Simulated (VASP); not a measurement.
# HgTe (F-43m) in VASP: a series of runs

The runs below take HgTe through single point, with PBE.

All numbers are computed with VASP 6.6.1; they aren't measurements. Logs are shortened: lines on timing, memory, paths and dates and some standing lists are left out, and cuts for length are marked.

### 1 The cell of the first run

It takes space group F-43m (No. 216, cubic). Conventional cell: a = 6.480 Å, b = 6.480 Å, c = 6.480 Å, α = 90.00°, β = 90.00°, γ = 90.00°. Te (site symmetry -43m) has 4 Hg at 2.81 Å within 3.7 Å. Within 3.7 Å of Hg (site symmetry -43m) lie 4 Te at 2.81 Å.

### 2 Single point, PBE

INCAR

```
PREC = Accurate
ENCUT = 520
EDIFF = 1E-6
ISMEAR = -1
SIGMA = 0.003
LREAL = False
LASPH = True
NELM = 60
ALGO = Normal
ISIF = 2
LWAVE = False
LCHARG = False
GGA = PE
NBANDS = 16
```

KPOINTS

```
regular mesh
0
Gamma
  6 6 6
```

POSCAR

```
HgTe
1.0
    0.0000000000      3.2400000000      3.2400000000
    3.2400000000      0.0000000000      3.2400000000
    3.2400000000      3.2400000000      0.0000000000
Te Hg
1 1
Direct
    0.7500000000      0.7500000000      0.7500000000
    0.0000000000      0.0000000000      0.0000000000
```

Potentials or basis: VASP PAW PBE potentials, release 64 (Te, Hg).

Started as:

```bash
$ cat potpaw_PBE.64/Te/POTCAR potpaw_PBE.64/Hg/POTCAR > POTCAR
$ mpirun -np 1 vasp_std > vasp.out
```

OUTCAR:

```text
PREC = Accurate
   ENCUT = 520
   EDIFF = 1E-6
   ISMEAR = -1
   LREAL = False
   LASPH = True
   NELM = 60
   ISIF = 2
   GGA = PE

 ion  position               nearest neighbor table
   1  0.750  0.750  0.750-   2 2.81   2 2.81   2 2.81   2 2.81
   2  0.000  0.000  0.000-   1 2.81   1 2.81   1 2.81   1 2.81

  LATTYP: Found a face centered cubic cell.
 ALAT       =     6.4800000000

  Lattice vectors:

 A1 = (   0.0000000000,   3.2400000000,   3.2400000000)
 A2 = (   3.2400000000,   0.0000000000,   3.2400000000)
 A3 = (   3.2400000000,   3.2400000000,   0.0000000000)

Analysis of symmetry for initial positions (statically):
=====================================================================
 Subroutine PRICEL returns:
 Original cell was already a primitive cell.

 Routine SETGRP: Setting up the symmetry group for a
 face centered cubic supercell.

 Subroutine GETGRP returns: Found 24 space group operations
 (whereof 24 operations were pure point group operations)
 out of a pool of 48 trial point group operations.

The static configuration has the point symmetry T_d .

Analysis of symmetry for dynamics (positions and initial velocities):
=====================================================================
 Subroutine PRICEL returns:
 Original cell was already a primitive cell.

 Routine SETGRP: Setting up the symmetry group for a
 face centered cubic supercell.

 Subroutine GETGRP returns: Found 24 space group operations
 (whereof 24 operations were pure point group operations)
 out of a pool of 48 trial point group operations.

The dynamic configuration has the point symmetry T_d .

 Subroutine INISYM returns: Found 24 space group operations
 (whereof 24 operations are pure point group operations),
 and found     1 'primitive' translations

----------------------------------------------------------------------------------------

                                     Primitive cell

  volume of cell :      68.0244

  direct lattice vectors                    reciprocal lattice vectors
     0.000000000  3.240000000  3.240000000    -0.154320988  0.154320988  0.154320988
     3.240000000  0.000000000  3.240000000     0.154320988 -0.154320988  0.154320988
     3.240000000  3.240000000  0.000000000     0.154320988  0.154320988 -0.154320988

  length of vectors
     4.582051942  4.582051942  4.582051942     0.267291791  0.267291791  0.267291791

  position of ions in fractional coordinates (direct lattice)
     0.750000000  0.750000000  0.750000000
     0.000000000  0.000000000  0.000000000

  ion indices of the primitive-cell ions
   primitive index   ion index
                 1           1
                 2           2

----------------------------------------------------------------------------------------

 KPOINTS: regular mesh

Automatic generation of k-mesh.
 Grid dimensions read from file:
 generate k-points for:    6    6    6

 Generating k-lattice:

  Cartesian coordinates                     Fractional coordinates (reciprocal lattice)
    -0.025720165  0.025720165  0.025720165     0.166666667  0.000000000  0.000000000
     0.025720165 -0.025720165  0.025720165     0.000000000  0.166666667  0.000000000
     0.025720165  0.025720165 -0.025720165     0.000000000  0.000000000  0.166666667

  Length of vectors
     0.044548632  0.044548632  0.044548632

  Shift w.r.t. Gamma in fractional coordinates (k-lattice)
     0.000000000  0.000000000  0.000000000

 Subroutine IBZKPT returns following result:
 ===========================================

 Found     16 irreducible k-points:

 Following reciprocal coordinates:
            Coordinates               Weight
  0.000000  0.000000  0.000000      1.000000
  0.166667  0.000000  0.000000      8.000000
  0.333333  0.000000  0.000000      8.000000
  0.500000  0.000000  0.000000      4.000000
  0.166667  0.166667  0.000000      6.000000
  0.333333  0.166667  0.000000     24.000000
[... 8 lines left out ...]
 -0.333333  0.333333  0.166667     24.000000
 -0.333333  0.500000  0.166667     12.000000
   k-points           NKPTS =     16   k-points in BZ     NKDIM =     16   number of bands    NBANDS=     16
   number of dos      NEDOS =    301   number of ions     NIONS =      2
   total plane-waves  NPLWV =  46656
   dimension x,y,z NGX =    36 NGY =   36 NGZ =   36
   dimension x,y,z NGXF=    72 NGYF=   72 NGZF=   72
   ions per type =               1   1
   NGX,Y,Z   is equivalent  to a cutoff of  13.06, 13.06, 13.06 a.u.
   NGXF,Y,Z  is equivalent  to a cutoff of  26.12, 26.12, 26.12 a.u.
 SYSTEM =  unknown system
   PREC   = accura    normal or accurate (medium, high low for compatibility)
   ISTART =      0    job   : 0-new  1-cont  2-samecut
   ICHARG =      2    charge: 1-file 2-atom 10-const
   ISPIN  =      1    spin polarized calculation?
   LNONCOLLINEAR =      F non collinear calculations
   LSORBIT =      F    spin-orbit coupling
   LASPH  =      T    aspherical Exc in radial PAW
   ENCUT  =  520.0 eV  38.22 Ry    6.18 a.u.   8.52  8.52  8.52*2*pi/ulx,y,z
   NELM   =     60;   NELMIN=  2; NELMDL= -5     # of ELM steps
   EDIFF  = 0.1E-05   stopping-criterion for ELM
   LREAL  =      F    real-space projection
   EDIFFG = 0.1E-04   stopping-criterion for IOM
   NSW    =      0    number of steps for IOM
   IBRION =     -1    ionic relax: 0-MD 1-quasi-New 2-CG
   NFREE  =      0    steps in history (QN), initial steepest desc. (CG)
   ISIF   =      2    stress and relaxation
   ISYM   =      2    0-nonsym 1-usesym 2-fastsym
   POTIM  = 0.5000    time-step for ionic-motion
   TEBEG  =    0.0;   TEEND  =   0.0 temperature during run
   PSTRESS=    0.0 pullay stress
   NELECT =      18.0000    total number of electrons
   NUPDOWN=      -1.0000    fix difference up-down
   EMIN   =  10.00;   EMAX   =-10.00  energy-range for DOS
   EFERMI =   0.00;   METHOD = LEGACY
   ISMEAR =    -1;   SIGMA  =   0.00  broadening in eV -4-tet -1-fermi 0-gaus
   EFERMI_NEDOS =   21; number of points for ismear=-14 and -15
   IALGO  =     38    algorithm
   IMIX   =      4    mixing-type and parameters
     AMIX     =   0.40;   BMIX     =  1.00
     AMIX_MAG =   1.60;   BMIX_MAG =  1.00
  volume/ion in A,a.u.               =      34.01       229.53
  Fermi-wavevector in a.u.,A,eV,Ry     =   1.051019  1.986138 15.029559  1.104641
  Thomas-Fermi vector in A             =   2.186046
   LORBIT       =      0    0 simple, 1 ext, 2 COOP (PROOUT), +10 PAW based schemes
   GGA     = PE    functional components
   LHFCALC =     F    Hartree Fock is set to
   AEXX    =    0.0000 exact exchange contribution
   IVDW    =     0    specifies the selected vdW correction
   LEPSILON=     F    determine dielectric tensor
   LRPA    =     F    only Hartree local field effects (RPA)
 non-spin polarized calculation
  energy-cutoff  :      520.00
  volume of cell :       68.02
 maximum number of plane-waves:      1853
 NGX is ok and might be reduce to    36
   NGX = 17   NGY = 17   NGZ = 17

 number of electron      18.0000002 magnetization

 Free energy of the ion-electron system (eV)
  ---------------------------------------------------
  ext. energy  EPLUGINS =         0.00000000
  ---------------------------------------------------
  free energy    TOTEN  =        -3.58400482 eV

  energy without entropy =       -3.58395178  energy(sigma->0) =       -3.58397830

 E-fermi :   3.0256     XC(G=0):  -8.7070

 val. band max:        3.0235334218   @ k =   0.0000   0.0000   0.0000
 cond. band min:       3.7273120513   @ k =   0.5000   0.0000   0.0000
 fundamental gap:      0.7037786296
 Fermi energy:         3.0256128460

 k-point     1 :       0.0000    0.0000    0.0000
  band No.  band energies     occupation
      1      -8.9091      2.00000
      2      -4.2915      2.00000
      3      -4.2915      2.00000
      4      -4.2915      2.00000
      5      -3.7713      2.00000
      6      -3.7713      2.00000
[... 8 lines left out ...]
     15      12.5632      0.00000
     16      12.5632      0.00000

 k-point     2 :       0.1667    0.0000    0.0000
  band No.  band energies     occupation
      1      -8.7782      2.00000
      2      -4.2560      2.00000
      3      -4.2560      2.00000
      4      -4.2348      2.00000
      5      -3.7741      2.00000
      6      -3.7741      2.00000
[... 8 lines left out ...]
     15      11.5893      0.00000
     16      11.5893      0.00000

 k-point     3 :       0.3333    0.0000    0.0000
  band No.  band energies     occupation
      1      -8.4973      2.00000
      2      -4.1944      2.00000
      3      -4.1944      2.00000
      4      -3.9464      2.00000
      5      -3.7650      2.00000
      6      -3.7650      2.00000
[... 8 lines left out ...]
     15      11.8970      0.00000
     16      11.8970      0.00000

 k-point     4 :       0.5000    0.0000    0.0000
  band No.  band energies     occupation
      1      -8.3466      2.00000
      2      -4.1705      2.00000
      3      -4.1705      2.00000
      4      -3.7507      2.00000
      5      -3.7507      2.00000
      6      -3.4700      2.00000
[... 8 lines left out ...]
     15      13.0610      0.00000
     16      13.0610      0.00000
[... 172 lines left out ...]
 k-point    14 :       0.5000    0.3333    0.1667
  band No.  band energies     occupation
      1      -8.3032      2.00000
      2      -4.1239      2.00000
      3      -4.0965      2.00000
      4      -3.9196      2.00000
      5      -3.7478      2.00000
      6      -3.6252      2.00000
[... 8 lines left out ...]
     15      13.2540      0.00000
     16      14.1076      0.00000

 k-point    15 :      -0.3333    0.3333    0.1667
  band No.  band energies     occupation
      1      -8.2011      2.00000
      2      -4.1001      2.00000
      3      -4.0652      2.00000
      4      -3.8197      2.00000
      5      -3.7809      2.00000
      6      -3.3136      2.00000
[... 8 lines left out ...]
     15      13.3611      0.00000
     16      14.0130      0.00000

 k-point    16 :      -0.3333    0.5000    0.1667
  band No.  band energies     occupation
      1      -8.1504      2.00000
      2      -4.0795      2.00000
      3      -4.0116      2.00000
      4      -3.8886      2.00000
      5      -3.7542      2.00000
      6      -3.2027      2.00000
[... 8 lines left out ...]
     15      13.8741      0.00000
     16      14.1539      0.00000

------------------------ aborting loop because EDIFF is reached ----------------------------------------

  FORCE on cell =-STRESS in cart. coord.  units (eV):
  Direction    XX          YY          ZZ          XY          YZ          ZX
  --------------------------------------------------------------------------------------
  -------------------------------------------------------------------------------------
  Total        1.4432359      1.4432359      1.4432359     -0.0000000     -0.0000000      0.0000000
  in kB       33.9924830     33.9924830     33.9924830     -0.0000000     -0.0000000      0.0000000
  external PRESSURE =      33.9924830 kB  Pullay stress =       0.0000000 kB

 VOLUME and BASIS-vectors are now :
 -----------------------------------------------------------------------------
  energy-cutoff  :      520.00
  volume of cell :       68.02
      direct lattice vectors                 reciprocal lattice vectors
     0.000000000  3.240000000  3.240000000    -0.154320988  0.154320988  0.154320988
     3.240000000  0.000000000  3.240000000     0.154320988 -0.154320988  0.154320988
     3.240000000  3.240000000  0.000000000     0.154320988  0.154320988 -0.154320988

 POSITION                                       TOTAL-FORCE (eV/Angst)
 -----------------------------------------------------------------------------------
      4.86000      4.86000      4.86000        -0.000000     -0.000000     -0.000000
      0.00000      0.00000      0.00000         0.000000      0.000000      0.000000
 -----------------------------------------------------------------------------------
    total drift:                                0.000000      0.000000      0.000000

  FREE ENERGIE OF THE ION-ELECTRON SYSTEM (eV)
  ---------------------------------------------------
  free  energy   TOTEN  =        -3.5840048193 eV

  energy  without entropy=       -3.5839517765  energy(sigma->0) =       -3.58397830
```

Wall time 25 s (1 thread of Intel Xeon 8259CL, shared host); peak memory 0.21 GiB.

Results:

- Free energy: -3.5840 eV
- Pressure: 3.4 GPa
- Band gap on the k mesh: zero (filled and empty bands touch)

Levels at points of the mesh, in eV from the Fermi level:
| k point | band 7 | band 8 | band 9 | band 10 | band 11 | band 12 |
| --- | --- | --- | --- | --- | --- | --- |
| (0.00, 0.00, 0.00) | -0.75 | 0.00 | 0.00 | 0.00 | 4.24 | 4.24 |
| (0.50, 0.00, 0.00) | -5.45 | -0.97 | -0.97 | 0.70 | 5.03 | 5.03 |
| (0.50, 0.50, 0.00) | -5.40 | -2.24 | -2.24 | 1.90 | 2.50 | 8.19 |

Caveat: spin-orbit coupling is left out, which moves the levels of the heavy elements.

(Continued in part 2 of 2.)
